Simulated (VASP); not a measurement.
# Mg (P6_3/mmc) in VASP: a series of runs

Runs on Mg. Level: PBE. Tasks: single point.

All numbers are computed with VASP 6.6.1; they aren't measurements. Logs are shortened: lines on timing, memory, paths and dates and some standing lists are left out, and cuts for length are marked.

### Step 1. The cell of the first run

Symmetry: P6_3/mmc, No. 194, hexagonal system. The conventional cell has a = 3.156 Å, b = 3.156 Å, c = 10.250 Å, α = 90.00°, β = 90.00°, γ = 120.00°. Mg (site symmetry -6m2) has 12 Mg at 3.14 to 3.16 Å within 4.1 Å. Within 4.1 Å of Mg (site symmetry -3m) lie 12 Mg at 3.14 to 3.16 Å.

### Step 2. Single point, PBE

File INCAR:

```
SYSTEM = Mg
PREC     = Accurate       ! precision mode
ENCUT    = 520            ! plane-wave cutoff, eV
EDIFF    = 1E-6           ! SCF threshold, eV
ISMEAR   = -1             ! smearing method
SIGMA    = 0.05           ! smearing width, eV
LREAL    = .False.        ! projectors in reciprocal space
LASPH    = .True.         ! aspherical terms in the spheres
NELM     = 60             ! most SCF steps
ALGO     = Normal         ! electronic algorithm
ISIF     = 2              ! what is computed and relaxed
LWAVE    = .False.        ! write WAVECAR
LCHARG   = .False.        ! write CHGCAR
GGA      = PE             ! functional
NBANDS   = 12             ! bands
```

File KPOINTS:

```
Automatic mesh
0
Gamma
  10 10 3
  0 0 0
```

File POSCAR:

```
Mg
1.0
    3.1555045422      0.0000000000      0.0000000000
   -1.5777522711      2.7327470953      0.0000000000
    0.0000000000      0.0000000000     10.2496058158
Mg
4
Direct
    0.6666666667      0.3333333333      0.7500000000
    0.0000000000      0.0000000000      0.5000000000
    0.3333333333      0.6666666667      0.2500000000
    0.0000000000      0.0000000000      0.0000000000
```

Potentials or basis: VASP PAW PBE potentials, release 64 (Mg).

On the command line:

```console
cat potpaw_PBE.64/Mg/POTCAR > POTCAR
mpirun -np 1 vasp_std > vasp.out
```

OUTCAR:

```text
SYSTEM = Mg
   PREC = Accurate
   ENCUT = 520
   EDIFF = 1E-6
   ISMEAR = -1
   LREAL = .False.
   LASPH = .True.
   NELM = 60
   ISIF = 2
   GGA = PE

 ion  position               nearest neighbor table
   1  0.667  0.333  0.750-   2 3.14   4 3.14   2 3.14   4 3.14   2 3.14   4 3.14
   2  0.000  0.000  0.500-   1 3.14   3 3.14   3 3.14   1 3.14   1 3.14   3 3.14
   3  0.333  0.667  0.250-   2 3.14   4 3.14   2 3.14   4 3.14   2 3.14   4 3.14
   4  0.000  0.000  0.000-   1 3.14   3 3.14   3 3.14   1 3.14   1 3.14   3 3.14

  LATTYP: Found a hexagonal cell.
 ALAT       =     3.1555045422
 C/A-ratio  =     3.2481670296

  Lattice vectors:

 A1 = (   3.1555045422,   0.0000000000,   0.0000000000)
 A2 = (  -1.5777522711,   2.7327470953,   0.0000000000)
 A3 = (   0.0000000000,   0.0000000000,  10.2496058158)

Analysis of symmetry for initial positions (statically):
=====================================================================
 Subroutine PRICEL returns:
 Original cell was already a primitive cell.

 Routine SETGRP: Setting up the symmetry group for a
 hexagonal supercell.

 Subroutine GETGRP returns: Found 24 space group operations
 (whereof 12 operations were pure point group operations)
 out of a pool of 24 trial point group operations.

The static configuration has the point symmetry D_3d.
 The point group associated with its full space group is D_6h.

Analysis of symmetry for dynamics (positions and initial velocities):
=====================================================================
 Subroutine PRICEL returns:
 Original cell was already a primitive cell.

 Routine SETGRP: Setting up the symmetry group for a
 hexagonal supercell.

 Subroutine GETGRP returns: Found 24 space group operations
 (whereof 12 operations were pure point group operations)
 out of a pool of 24 trial point group operations.

The dynamic configuration has the point symmetry D_3d.
 The point group associated with its full space group is D_6h.

 Subroutine INISYM returns: Found 24 space group operations
 (whereof 12 operations are pure point group operations),
 and found     1 'primitive' translations

----------------------------------------------------------------------------------------

                                     Primitive cell

  volume of cell :      88.3844

  direct lattice vectors                    reciprocal lattice vectors
     3.155504542  0.000000000  0.000000000     0.316906532  0.182966071  0.000000000
    -1.577752271  2.732747095  0.000000000     0.000000000  0.365932143  0.000000000
     0.000000000  0.000000000 10.249605816     0.000000000  0.000000000  0.097564728

  length of vectors
     3.155504542  3.155504542 10.249605816     0.365932143  0.365932143  0.097564728

  position of ions in fractional coordinates (direct lattice)
     0.666666667  0.333333333  0.750000000
     0.000000000  0.000000000  0.500000000
     0.333333333  0.666666667  0.250000000
     0.000000000  0.000000000  0.000000000

  ion indices of the primitive-cell ions
   primitive index   ion index
                 1           1
                 2           2
                 3           3
                 4           4

----------------------------------------------------------------------------------------

 KPOINTS: Automatic mesh

Automatic generation of k-mesh.
 Grid dimensions read from file:
 generate k-points for:   10   10    3

 Generating k-lattice:

  Cartesian coordinates                     Fractional coordinates (reciprocal lattice)
     0.031690653  0.018296607  0.000000000     0.100000000 -0.000000000  0.000000000
     0.000000000  0.036593214  0.000000000     0.000000000  0.100000000  0.000000000
     0.000000000  0.000000000  0.032521576     0.000000000  0.000000000  0.333333333

  Length of vectors
     0.036593214  0.036593214  0.032521576

  Shift w.r.t. Gamma in fractional coordinates (k-lattice)
     0.000000000  0.000000000  0.000000000

 Subroutine IBZKPT returns following result:
 ===========================================

 Found     28 irreducible k-points:

 Following reciprocal coordinates:
            Coordinates               Weight
  0.000000  0.000000  0.000000      1.000000
  0.100000  0.000000  0.000000      6.000000
  0.200000  0.000000  0.000000      6.000000
  0.300000  0.000000  0.000000      6.000000
  0.400000  0.000000  0.000000      6.000000
  0.500000  0.000000  0.000000      3.000000
[... 16 lines left out ...]
  0.300000  0.100000  0.333333     24.000000
  0.400000  0.100000  0.333333     24.000000
 [... further k-points ...]
   k-points           NKPTS =     28   k-points in BZ     NKDIM =     28   number of bands    NBANDS=     12
   number of dos      NEDOS =    301   number of ions     NIONS =      4
   total plane-waves  NPLWV =  46080
   dimension x,y,z NGX =    24 NGY =   24 NGZ =   80
   dimension x,y,z NGXF=    48 NGYF=   48 NGZF=  160
   ions per type =               4
   NGX,Y,Z   is equivalent  to a cutoff of  12.64, 12.64, 12.98 a.u.
   NGXF,Y,Z  is equivalent  to a cutoff of  25.29, 25.29, 25.95 a.u.
 SYSTEM =  Mg
   PREC   = accura    normal or accurate (medium, high low for compatibility)
   ISTART =      0    job   : 0-new  1-cont  2-samecut
   ICHARG =      2    charge: 1-file 2-atom 10-const
   ISPIN  =      1    spin polarized calculation?
   LNONCOLLINEAR =      F non collinear calculations
   LSORBIT =      F    spin-orbit coupling
   LASPH  =      T    aspherical Exc in radial PAW
   ENCUT  =  520.0 eV  38.22 Ry    6.18 a.u.   5.87  5.87 19.06*2*pi/ulx,y,z
   NELM   =     60;   NELMIN=  2; NELMDL= -5     # of ELM steps
   EDIFF  = 0.1E-05   stopping-criterion for ELM
   LREAL  =      F    real-space projection
   EDIFFG = 0.1E-04   stopping-criterion for IOM
   NSW    =      0    number of steps for IOM
   IBRION =     -1    ionic relax: 0-MD 1-quasi-New 2-CG
   NFREE  =      0    steps in history (QN), initial steepest desc. (CG)
   ISIF   =      2    stress and relaxation
   ISYM   =      2    0-nonsym 1-usesym 2-fastsym
   POTIM  = 0.5000    time-step for ionic-motion
   TEBEG  =    0.0;   TEEND  =   0.0 temperature during run
   PSTRESS=    0.0 pullay stress
   NELECT =       8.0000    total number of electrons
   NUPDOWN=      -1.0000    fix difference up-down
   EMIN   =  10.00;   EMAX   =-10.00  energy-range for DOS
   EFERMI =   0.00;   METHOD = LEGACY
   ISMEAR =    -1;   SIGMA  =   0.05  broadening in eV -4-tet -1-fermi 0-gaus
   EFERMI_NEDOS =   21; number of points for ismear=-14 and -15
   IALGO  =     38    algorithm
   IMIX   =      4    mixing-type and parameters
     AMIX     =   0.40;   BMIX     =  1.00
     AMIX_MAG =   1.60;   BMIX_MAG =  1.00
  volume/ion in A,a.u.               =      22.10       149.11
  Fermi-wavevector in a.u.,A,eV,Ry     =   0.735043  1.389031  7.351077  0.540289
  Thomas-Fermi vector in A             =   1.828144
   LORBIT       =      0    0 simple, 1 ext, 2 COOP (PROOUT), +10 PAW based schemes
   GGA     = PE    functional components
   LHFCALC =     F    Hartree Fock is set to
   AEXX    =    0.0000 exact exchange contribution
   IVDW    =     0    specifies the selected vdW correction
   LEPSILON=     F    determine dielectric tensor
   LRPA    =     F    only Hartree local field effects (RPA)
 non-spin polarized calculation
  energy-cutoff  :      520.00
  volume of cell :       88.38
 maximum number of plane-waves:      2397
 NGX is ok and might be reduce to    24
   NGX = 11   NGY = 11   NGZ = 39

 number of electron       8.0000000 magnetization

 Free energy of the ion-electron system (eV)
  ---------------------------------------------------
  ext. energy  EPLUGINS =         0.00000000
  ---------------------------------------------------
  free energy    TOTEN  =        -5.99049043 eV

  energy without entropy =       -5.97156286  energy(sigma->0) =       -5.98102664

 E-fermi :   2.9401     XC(G=0):  -8.6101

 val. band max:        2.9239882431   @ k =   0.3000   0.3000   0.0000
 cond. band min:       2.9921938131   @ k =   0.3000   0.3000   0.3333
 fundamental gap:      0.0682055701
 Fermi energy:         2.9400694094

 k-point     1 :       0.0000    0.0000    0.0000
  band No.  band energies     occupation
      1      -4.2622      2.00000
      2      -2.8369      2.00000
      3      -2.8350      2.00000
      4       1.0861      2.00000
      5       1.5929      2.00000
      6       7.9699      0.00000
      7       7.9792      0.00000
      8      14.0317      0.00000
      9      14.0317      0.00000
     10      14.1315      0.00000
     11      14.1315      0.00000
     12      14.7957      0.00000

 k-point     2 :       0.1000    0.0000    0.0000
  band No.  band energies     occupation
      1      -4.0603      2.00000
      2      -2.6380      2.00000
      3      -2.6362      2.00000
      4       1.2697      2.00000
      5       1.7883      2.00000
      6       8.1141      0.00000
      7       8.1359      0.00000
      8      11.2617      0.00000
      9      12.3125      0.00000
     10      12.3913      0.00000
     11      12.5931      0.00000
     12      13.5539      0.00000

 k-point     3 :       0.2000    0.0000    0.0000
  band No.  band energies     occupation
      1      -3.4570      2.00000
      2      -2.0439      2.00000
      3      -2.0424      2.00000
      4       1.8212      2.00000
      5       2.3623      1.99998
      6       7.8751      0.00000
      7       8.4263      0.00000
      8       8.8958      0.00000
      9       9.4223      0.00000
     10       9.6351      0.00000
     11      11.4211      0.00000
     12      11.9559      0.00000

 k-point     4 :       0.3000    0.0000    0.0000
  band No.  band energies     occupation
      1      -2.4604      2.00000
      2      -1.0630      2.00000
      3      -1.0619      2.00000
      4       2.7405      1.96376
      5       3.2294      0.00612
      6       5.3886      0.00000
      7       6.5225      0.00000
      8       6.6265      0.00000
      9       9.5311      0.00000
     10       9.6126      0.00000
     11      10.1701      0.00000
     12      10.2227      0.00000

 k-point     5 :       0.4000    0.0000    0.0000
  band No.  band energies     occupation
      1      -1.0836      2.00000
      2       0.2868      2.00000
      3       0.2872      2.00000
      4       2.6774      1.98960
      5       3.9368      0.00000
      6       4.0222      0.00000
      7       4.2539      0.00000
      8       5.0284      0.00000
      9       7.7556      0.00000
     10       8.2657      0.00000
     11      10.0844      0.00000
     12      10.3446      0.00000
[... 228 lines left out ...]
      1      -3.4991      2.00000
      2      -3.0252      2.00000
      3      -1.1541      2.00000
      4       0.2198      2.00000
      5       3.8580      0.00000
      6       6.0238      0.00000
      7       9.6694      0.00000
      8       9.8778      0.00000
      9      10.3009      0.00000
     10      10.4498      0.00000
     11      11.1379      0.00000
     12      12.0620      0.00000

 k-point    22 :       0.2000    0.1000    0.3333
  band No.  band energies     occupation
      1      -2.7006      2.00000
      2      -2.2307      2.00000
      3      -0.3772      2.00000
      4       0.9812      2.00000
      5       4.5390      0.00000
      6       6.4330      0.00000
      7       7.1135      0.00000
      8       7.5424      0.00000
      9       8.6886      0.00000
     10       8.8844      0.00000
     11       9.7228      0.00000
     12      10.4613      0.00000

 k-point    23 :       0.3000    0.1000    0.3333
  band No.  band energies     occupation
      1      -1.5159      2.00000
      2      -1.0526      2.00000
      3       0.7695      2.00000
      4       2.0893      2.00000
      5       4.2050      0.00000
      6       4.6481      0.00000
      7       5.8711      0.00000
      8       6.4414      0.00000
      9       7.4667      0.00000
     10       7.7109      0.00000
     11       8.5840      0.00000
     12       8.9983      0.00000

 k-point    24 :       0.4000    0.1000    0.3333
  band No.  band energies     occupation
      1       0.0367      2.00000
      2       0.4868      2.00000
      3       1.8985      2.00000
      4       2.0693      2.00000
      5       2.6919      1.98612
      6       3.6318      0.00000
      7       4.3231      0.00000
      8       5.5266      0.00000
      9       6.9608      0.00000
     10       7.6930      0.00000
     11       8.3562      0.00000
     12       9.1654      0.00000

 [... further k-points ...]
[... 5 lines left out ...]
  --------------------------------------------------------------------------------------
  -------------------------------------------------------------------------------------
  Total        0.7226636      0.7226636      1.1751133      0.0000000      0.0000000      0.0000000
  in kB       13.1000008     13.1000008     21.3017319      0.0000000      0.0000000      0.0000000
  external PRESSURE =      15.8339112 kB  Pullay stress =       0.0000000 kB

 VOLUME and BASIS-vectors are now :
 -----------------------------------------------------------------------------
  energy-cutoff  :      520.00
  volume of cell :       88.38
      direct lattice vectors                 reciprocal lattice vectors
     3.155504542  0.000000000  0.000000000     0.316906532  0.182966071  0.000000000
    -1.577752271  2.732747095  0.000000000     0.000000000  0.365932143  0.000000000
     0.000000000  0.000000000 10.249605816     0.000000000  0.000000000  0.097564728

 POSITION                                       TOTAL-FORCE (eV/Angst)
 -----------------------------------------------------------------------------------
      1.57775      0.91092      7.68720         0.000000      0.000000     -0.000000
      0.00000      0.00000      5.12480         0.000000      0.000000      0.000000
     -0.00000      1.82183      2.56240        -0.000000     -0.000000     -0.000000
      0.00000      0.00000      0.00000         0.000000      0.000000      0.000000
 -----------------------------------------------------------------------------------
    total drift:                                0.000000     -0.000000      0.000000

  FREE ENERGIE OF THE ION-ELECTRON SYSTEM (eV)
  ---------------------------------------------------
  free  energy   TOTEN  =        -5.9904904286 eV

  energy  without entropy=       -5.9715628566  energy(sigma->0) =       -5.98102664
```

Run time: 20 s. Hardware: 1 thread of Intel Xeon Platinum 8488C (Sapphire Rapids), shared host; peak memory 0.19 GiB.

What came out:

- Free energy: -5.9905 eV
- Pressure: 1.6 GPa
- Band gap on the k mesh: zero (band 4 reaches 3.47 eV, above the bottom of band 5 at 1.59 eV)

Levels at points of the mesh, in eV from the Fermi level:
| k point | band 2 | band 3 | band 4 | band 5 | band 6 | band 7 |
| --- | --- | --- | --- | --- | --- | --- |
| (0.00, 0.00, 0.00) | -5.78 | -5.78 | -1.85 | -1.35 | 5.03 | 5.04 |
| (0.50, 0.00, 0.00) | -2.28 | -1.22 | -1.19 | -0.61 | -0.57 | 2.70 |

[end of part 1 of 2]
